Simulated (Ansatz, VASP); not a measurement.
## MoSe in VASP and in Ansatz

INCAR

```
SYSTEM = MoSe
ALGO     = Normal         ! electronic algorithm
EDIFF    = 1E-6           ! SCF threshold, eV
ENCUT    = 520            ! plane-wave cutoff, eV
GGA      = PE             ! functional
ISIF     = 2              ! what is computed and relaxed
ISMEAR   = 0              ! smearing method
ISPIN    = 2              ! spin polarisation
LASPH    = .TRUE.         ! aspherical terms in the spheres
LCHARG   = .TRUE.         ! write CHGCAR
LELF     = .TRUE.         ! ELF
LMAXMIX  = 4              ! l up to which the mixer works
LORBIT   = 11             ! projections on sites
LREAL    = .FALSE.        ! projectors in reciprocal space
LVHAR    = .TRUE.       
LWAVE    = .FALSE.        ! write WAVECAR
MAGMOM   = 0.91 0         ! initial moments
NBANDS   = 21             ! bands
NELM     = 150            ! most SCF steps
PREC     = Accurate       ! precision mode
SIGMA    = 0.05           ! smearing width, eV
```

KPOINTS

```
k-points
0
G
  10 10 10
  0 0 0
```

File POSCAR:

```
MoSe
1.0
    0.0000000000      2.8405191460      2.8405191460
    2.8405191460      0.0000000000      2.8405191460
    2.8405191460      2.8405191460      0.0000000000
Mo Se
1 1
Direct
   -0.0211228993      0.0211228993      0.0211228993
    0.2500000000      0.2500000000      0.2500000000
```

Input for Ansatz:

```yaml
crystal:
  lattice:
    - [0.0, 2.840519146, 2.840519146]
    - [2.840519146, 0.0, 2.840519146]
    - [2.840519146, 2.840519146, 0.0]
  atoms:
    - { symbol: Mo, position: [-0.0211228993, 0.0211228993, 0.0211228993], spin: 0.91 }
    - { symbol: Se, position: [0.25, 0.25, 0.25] }
basis:
  ecutwfc: 420
  ecutrho_ratio: 4
kpoints:
  mp_grid: { grid: [10, 10, 10] }
hamiltonian:
  xc: pbe
scf:
  occupations: { method: gaussian, width: 0.05 }
  lower_state_search: "off"
output:
  forces: true
  stress: true
  eigenvalues: true
  populations: true
  write_density: true
  write_potential: true
  elf: true
  volumetric_format: npy
magnetization:
  spin_polarized: true
checkpoint:
  read: start.run
  write: ck
  compress: false
  write_wavefunctions: false
  write_every: 100000
```

Alike in both runs: task single point; functional PBE; k mesh 10 × 10 × 10; occupations gaussian, width 0.05 eV; collinear spin.

|  | VASP | Ansatz |
| --- | --- | --- |
| version | VASP 6.6.1 | Ansatz 0.2.0 |
| potentials or method | VASP PAW PBE potentials, release 64 (Mo_sv, Se), cutoff 520 eV | scalar-relativistic, plane waves, PAW |
| valence electrons in the cell | 20 | 30 |

```tsv
	VASP	Ansatz	Ansatz less VASP
gap on the k mesh at the Fermi level (eV)	none	none	-
pressure (GPa)	0.5	0.3	-0.16
traceless stress, the component that is largest in VASP (GPa)	6.70	6.67	-0.029
rms of the force components (eV/Å)	0.730	0.728	-0.0017
net moment per atom (μB)	0.53	0.53	0.000
size of the moment on the site where the two differ most (μB)	0.95	0.73	-0.220
```

Site moments also hang on the region over which each program counts them. Atom by atom the forces differ by 0.002 eV/Å (rms over components). A gap of «none» marks a metal or a gap that the smearing closes. The functional is the same, so the differences come from potentials, cutoffs and numerics. VASP's potentials hold 20 valence electrons a cell and Ansatz's 30, so a difference there can come from the potentials and not from the codes.
